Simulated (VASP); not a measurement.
Sn4Se5, 9 atoms in the cell. The cell holds a slab with vacuum, 9 atoms: a = 4.286 Å, b = 4.286 Å, c = 28.999 Å, α = 90.00°, β = 90.00°, γ = 120.00°. 

```yaml
Program: VASP 6.6.1
Task: single point
Functional: PBE
Potentials_or_basis: VASP PAW PBE potentials, release 64 (Se, Sn_d)
Cutoff: 520 eV
k_mesh: 9 × 9 × 1
Occupations: gaussian, width 0.05 eV
Spin: no spin polarisation
Dipole_correction: yes
Further_INCAR_settings: ALGO = Normal; EDIFF = 1e-06; NBANDS = 53
```

Potentials or basis: VASP PAW PBE potentials, release 64 (Se, Sn_d).

The run is started by

```sh
$ cat potpaw_PBE.64/Se/POTCAR potpaw_PBE.64/Sn_d/POTCAR > POTCAR
$ mpirun -np 1 vasp_std > vasp.out
```

Hardware: 1 thread of AMD EPYC 7R13 (shared host).

**Question.** Estimate the wall time of this run.

**Answer.** Wall time 16 min on 1 thread of AMD EPYC 7R13 (shared host), peak memory 0.64 GiB. Counts: scf iterations 23, k points 12.
